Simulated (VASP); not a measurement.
# SrHI (P4/nmm) in VASP: notebook

The runs below take SrHI through single point, with LDA.

Everything below comes from runs of VASP 6.6.1. Logs are shortened: lines on timing, memory, paths and dates and some standing lists are left out, and cuts for length are marked.

## (1) The cell of the first run

Symmetry: P4/nmm, No. 129, tetragonal system. The conventional cell has a = 4.251 Å, b = 4.251 Å, c = 8.218 Å, α = 90.00°, β = 90.00°, γ = 90.00°. Sr (site symmetry 4mm) has 4 H at 2.69 Å and 4 I at 3.12 Å within 3.5 Å. H (site symmetry -4m2) has 4 Sr at 2.69 Å and 4 H at 3.01 Å and 4 I at 3.26 Å within 3.5 Å. Within 4.1 Å of I (site symmetry 4mm) lie 4 Sr at 3.12 Å and 4 H at 3.26 Å.

## (2) Single point, LDA

INCAR

```
  ALGO = Normal
  EDIFF = 1E-6
  ENCUT = 520
  GGA = CA
  ISIF = 2
  ISMEAR = 0
  LASPH = T
  LCHARG = F
  LREAL = F
  LWAVE = F
  NBANDS = 27
  NELM = 100
  PREC = Accurate
  SIGMA = 0.01
```

KPOINTS

```
k-points
0
Gamma
  4 4 4
```

POSCAR

```
SrHI
1.0
    4.2511857594      0.0000000000      0.0000000000
    0.0000000000      4.2511857594      0.0000000000
    0.0000000000      0.0000000000      8.2183755815
Sr H I
2 2 2
Direct
    0.0000000000      0.5000000000      0.2000000000
    0.5000000000      0.0000000000      0.8000000000
    0.0000000000      0.0000000000      0.0000000000
    0.5000000000      0.5000000000      0.0000000000
    0.0000000000      0.5000000000      0.7000000000
    0.5000000000      0.0000000000      0.3000000000
```

Potentials or basis: VASP PAW LDA potentials, release 64 (Sr_sv, H, I).

The run is started by

```
cat potpaw_LDA.64/Sr_sv/POTCAR potpaw_LDA.64/H/POTCAR potpaw_LDA.64/I/POTCAR > POTCAR
mpirun -np 1 vasp_std > vasp.out
```

OUTCAR:

```text
EDIFF = 1E-6
   ENCUT = 520
   GGA = CA
   ISIF = 2
   ISMEAR = 0
   LASPH = T
   LREAL = F
   NELM = 100
   PREC = Accurate

 ion  position               nearest neighbor table
   1  0.000  0.500  0.200-   3 2.69   4 2.69   3 2.69   4 2.69   6 3.12   6 3.12   6 3.12   6 3.12
                             5 4.11   5 4.11   2 4.45   2 4.45   2 4.45   2 4.45
   2  0.500  0.000  0.800-   3 2.69   4 2.69   4 2.69   3 2.69   5 3.12   5 3.12   5 3.12   5 3.12
                             6 4.11   6 4.11   1 4.45   1 4.45   1 4.45   1 4.45
   3  0.000  0.000  0.000-   1 2.69   2 2.69   1 2.69   2 2.69
   4  0.500  0.500  0.000-   1 2.69   2 2.69   2 2.69   1 2.69
   5  0.000  0.500  0.700-   2 3.12   2 3.12   2 3.12   2 3.12   1 4.11   1 4.11
   6  0.500  0.000  0.300-   1 3.12   1 3.12   1 3.12   1 3.12   2 4.11   2 4.11

  LATTYP: Found a simple tetragonal cell.
 ALAT       =     4.2511857594
 C/A-ratio  =     1.9331960650

  Lattice vectors:

 A1 = (   4.2511857594,   0.0000000000,   0.0000000000)
 A2 = (   0.0000000000,   4.2511857594,   0.0000000000)
 A3 = (   0.0000000000,   0.0000000000,   8.2183755815)

Analysis of symmetry for initial positions (statically):
=====================================================================
 Subroutine PRICEL returns:
 Original cell was already a primitive cell.

 Routine SETGRP: Setting up the symmetry group for a
 simple tetragonal supercell.

 Subroutine GETGRP returns: Found 16 space group operations
 (whereof  8 operations were pure point group operations)
 out of a pool of 16 trial point group operations.

The static configuration has the point symmetry D_2d.
 The point group associated with its full space group is D_4h.

Analysis of symmetry for dynamics (positions and initial velocities):
=====================================================================
 Subroutine PRICEL returns:
 Original cell was already a primitive cell.

 Routine SETGRP: Setting up the symmetry group for a
 simple tetragonal supercell.

 Subroutine GETGRP returns: Found 16 space group operations
 (whereof  8 operations were pure point group operations)
 out of a pool of 16 trial point group operations.

The dynamic configuration has the point symmetry D_2d.
 The point group associated with its full space group is D_4h.

 Subroutine INISYM returns: Found 16 space group operations
 (whereof  8 operations are pure point group operations),
 and found     1 'primitive' translations

----------------------------------------------------------------------------------------

                                     Primitive cell

  volume of cell :     148.5273

  direct lattice vectors                    reciprocal lattice vectors
     4.251185759  0.000000000  0.000000000     0.235228488  0.000000000  0.000000000
     0.000000000  4.251185759  0.000000000     0.000000000  0.235228488  0.000000000
     0.000000000  0.000000000  8.218375582     0.000000000  0.000000000  0.121678547

  length of vectors
     4.251185759  4.251185759  8.218375582     0.235228488  0.235228488  0.121678547

  position of ions in fractional coordinates (direct lattice)
     0.000000000  0.500000000  0.200000000
     0.500000000  0.000000000  0.800000000
     0.000000000  0.000000000  0.000000000
     0.500000000  0.500000000  0.000000000
     0.000000000  0.500000000  0.700000000
     0.500000000  0.000000000  0.300000000

  ion indices of the primitive-cell ions
   primitive index   ion index
                 1           1
                 2           2
                 3           3
                 4           4
                 5           5
                 6           6

----------------------------------------------------------------------------------------

 KPOINTS: k-points

Automatic generation of k-mesh.
 Grid dimensions read from file:
 generate k-points for:    4    4    4

 Generating k-lattice:

  Cartesian coordinates                     Fractional coordinates (reciprocal lattice)
     0.058807122  0.000000000  0.000000000     0.250000000  0.000000000  0.000000000
     0.000000000  0.058807122  0.000000000     0.000000000  0.250000000  0.000000000
     0.000000000  0.000000000  0.030419637     0.000000000  0.000000000  0.250000000

  Length of vectors
     0.058807122  0.058807122  0.030419637

  Shift w.r.t. Gamma in fractional coordinates (k-lattice)
     0.000000000  0.000000000  0.000000000

 Subroutine IBZKPT returns following result:
 ===========================================

 Found     18 irreducible k-points:

 Following reciprocal coordinates:
            Coordinates               Weight
  0.000000  0.000000  0.000000      1.000000
  0.250000  0.000000  0.000000      4.000000
  0.500000  0.000000  0.000000      2.000000
  0.250000  0.250000  0.000000      4.000000
  0.500000  0.250000  0.000000      4.000000
  0.500000  0.500000  0.000000      1.000000
[... 10 lines left out ...]
  0.500000  0.250000  0.500000      4.000000
  0.500000  0.500000  0.500000      1.000000
   k-points           NKPTS =     18   k-points in BZ     NKDIM =     18   number of bands    NBANDS=     27
   number of dos      NEDOS =    301   number of ions     NIONS =      6
   total plane-waves  NPLWV =  65536
   dimension x,y,z NGX =    32 NGY =   32 NGZ =   64
   dimension x,y,z NGXF=    64 NGYF=   64 NGZF=  128
   ions per type =               2   2   2
   NGX,Y,Z   is equivalent  to a cutoff of  12.51, 12.51, 12.95 a.u.
   NGXF,Y,Z  is equivalent  to a cutoff of  25.03, 25.03, 25.89 a.u.
 SYSTEM =  unknown system
   PREC   = accura    normal or accurate (medium, high low for compatibility)
   ISTART =      0    job   : 0-new  1-cont  2-samecut
   ICHARG =      2    charge: 1-file 2-atom 10-const
   ISPIN  =      1    spin polarized calculation?
   LNONCOLLINEAR =      F non collinear calculations
   LSORBIT =      F    spin-orbit coupling
   LASPH  =      T    aspherical Exc in radial PAW
   ENCUT  =  520.0 eV  38.22 Ry    6.18 a.u.   7.90  7.90 15.28*2*pi/ulx,y,z
   NELM   =    100;   NELMIN=  2; NELMDL= -5     # of ELM steps
   EDIFF  = 0.1E-05   stopping-criterion for ELM
   LREAL  =      F    real-space projection
   EDIFFG = 0.1E-04   stopping-criterion for IOM
   NSW    =      0    number of steps for IOM
   IBRION =     -1    ionic relax: 0-MD 1-quasi-New 2-CG
   NFREE  =      0    steps in history (QN), initial steepest desc. (CG)
   ISIF   =      2    stress and relaxation
   ISYM   =      2    0-nonsym 1-usesym 2-fastsym
   POTIM  = 0.5000    time-step for ionic-motion
   TEBEG  =    0.0;   TEEND  =   0.0 temperature during run
   PSTRESS=    0.0 pullay stress
   NELECT =      36.0000    total number of electrons
   NUPDOWN=      -1.0000    fix difference up-down
   EMIN   =  10.00;   EMAX   =-10.00  energy-range for DOS
   EFERMI =   0.00;   METHOD = LEGACY
   ISMEAR =     0;   SIGMA  =   0.01  broadening in eV -4-tet -1-fermi 0-gaus
   EFERMI_NEDOS =   21; number of points for ismear=-14 and -15
   IALGO  =     38    algorithm
   IMIX   =      4    mixing-type and parameters
     AMIX     =   0.40;   BMIX     =  1.00
     AMIX_MAG =   1.60;   BMIX_MAG =  1.00
  volume/ion in A,a.u.               =      24.75       167.05
  Fermi-wavevector in a.u.,A,eV,Ry     =   1.020721  1.928883 14.175514  1.041871
  Thomas-Fermi vector in A             =   2.154306
   LORBIT       =      0    0 simple, 1 ext, 2 COOP (PROOUT), +10 PAW based schemes
   GGA     = CA    functional components
   LHFCALC =     F    Hartree Fock is set to
   AEXX    =    0.0000 exact exchange contribution
   IVDW    =     0    specifies the selected vdW correction
   LEPSILON=     F    determine dielectric tensor
   LRPA    =     F    only Hartree local field effects (RPA)
 non-spin polarized calculation
 Gauss-broadening in eV      SIGMA  =   0.01
  energy-cutoff  :      520.00
  volume of cell :      148.53
 maximum number of plane-waves:      4026
 NGX is ok and might be reduce to    32
   NGX = 15   NGY = 15   NGZ = 31

 number of electron      36.0000001 magnetization

 Free energy of the ion-electron system (eV)
  ---------------------------------------------------
  ext. energy  EPLUGINS =         0.00000000
  ---------------------------------------------------
  free energy    TOTEN  =       -21.18053427 eV

  energy without entropy =      -21.18053427  energy(sigma->0) =      -21.18053427

 E-fermi :   2.9966     XC(G=0):  -9.0983

 val. band max:        2.8453575618   @ k =   0.0000   0.0000   0.5000
 cond. band min:       4.6087685670   @ k =   0.0000   0.0000   0.5000
 fundamental gap:      1.7634110052
 Fermi energy:         2.9965551849

 k-point     1 :       0.0000    0.0000    0.0000
  band No.  band energies     occupation
      1     -31.3171      2.00000
      2     -31.3111      2.00000
      3     -13.5260      2.00000
      4     -13.4786      2.00000
      5     -13.4786      2.00000
      6     -13.4547      2.00000
[... 19 lines left out ...]
     26       7.6653      0.00000
     27       8.1138      0.00000

 k-point     2 :       0.2500    0.0000    0.0000
  band No.  band energies     occupation
      1     -31.3125      2.00000
      2     -31.3082      2.00000
      3     -13.6527      2.00000
      4     -13.6289      2.00000
      5     -13.4899      2.00000
      6     -13.4581      2.00000
[... 19 lines left out ...]
     26       8.3863      0.00000
     27       9.1274      0.00000

 k-point     3 :       0.5000    0.0000    0.0000
  band No.  band energies     occupation
      1     -31.3066      2.00000
      2     -31.3066      2.00000
      3     -13.7875      2.00000
      4     -13.7875      2.00000
      5     -13.4336      2.00000
      6     -13.4336      2.00000
[... 414 lines left out ...]
      1     -31.3030      2.00000
      2     -31.3030      2.00000
      3     -13.7076      2.00000
      4     -13.7076      2.00000
      5     -13.5248      2.00000
      6     -13.5248      2.00000
[... 19 lines left out ...]
     26       8.7682      0.00000
     27       9.1895      0.00000

 k-point    18 :       0.5000    0.5000    0.5000
  band No.  band energies     occupation
      1     -31.2994      2.00000
      2     -31.2994      2.00000
      3     -13.6368      2.00000
      4     -13.6368      2.00000
      5     -13.5929      2.00000
      6     -13.5929      2.00000
[... 19 lines left out ...]
     26       8.7796      0.00000
     27       9.7976      0.00000

------------------------ aborting loop because EDIFF is reached ----------------------------------------

  FORCE on cell =-STRESS in cart. coord.  units (eV):
  Direction    XX          YY          ZZ          XY          YZ          ZX
  --------------------------------------------------------------------------------------
  -------------------------------------------------------------------------------------
  Total        2.7600230      2.7600230     -2.6219883      0.0000000     -0.0000000     -0.0000000
  in kB       29.7726256     29.7726256    -28.2836320      0.0000000     -0.0000000     -0.0000000
  external PRESSURE =      10.4205397 kB  Pullay stress =       0.0000000 kB

 VOLUME and BASIS-vectors are now :
 -----------------------------------------------------------------------------
  energy-cutoff  :      520.00
  volume of cell :      148.53
      direct lattice vectors                 reciprocal lattice vectors
     4.251185759  0.000000000  0.000000000     0.235228488  0.000000000  0.000000000
     0.000000000  4.251185759  0.000000000     0.000000000  0.235228488  0.000000000
     0.000000000  0.000000000  8.218375582     0.000000000  0.000000000  0.121678547

 POSITION                                       TOTAL-FORCE (eV/Angst)
 -----------------------------------------------------------------------------------
      0.00000      2.12559      1.64368        -0.000000      0.000000     -1.774902
      2.12559      0.00000      6.57470         0.000000      0.000000      1.774902
      0.00000      0.00000      0.00000         0.000000      0.000000      0.000000
      2.12559      2.12559      0.00000         0.000000     -0.000000      0.000000
      0.00000      2.12559      5.75286         0.000000      0.000000     -1.198595
      2.12559      0.00000      2.46551         0.000000     -0.000000      1.198595
 -----------------------------------------------------------------------------------
    total drift:                                0.000000      0.000000      0.000000

  FREE ENERGIE OF THE ION-ELECTRON SYSTEM (eV)
  ---------------------------------------------------
  free  energy   TOTEN  =       -21.1805342671 eV

  energy  without entropy=      -21.1805342671  energy(sigma->0) =      -21.18053427
```

Run time: 26 s. Hardware: 1 thread of Intel Xeon 6975P-C (Granite Rapids), shared host; peak memory 0.24 GiB.

What came out:

```
Free energy            : -21.1805 eV
Pressure               : 1.0 GPa
Largest force          : 1.775 eV/Å
Band gap on the k mesh : 1.76 eV, direct
```

Forces in eV/Å, atoms in the order of the input:
```
Sr   0.000  0.000 -1.775
Sr   0.000  0.000  1.775
H    0.000  0.000  0.000
H    0.000  0.000  0.000
I    0.000  0.000 -1.199
I    0.000  0.000  1.199
```

Caveat: spin-orbit coupling is left out, which moves the levels of the heavy elements; forces of over 1 eV/Å act on the atoms, so gaps and moduli don't describe the material at rest.

(Continued in part 2 of 2.)
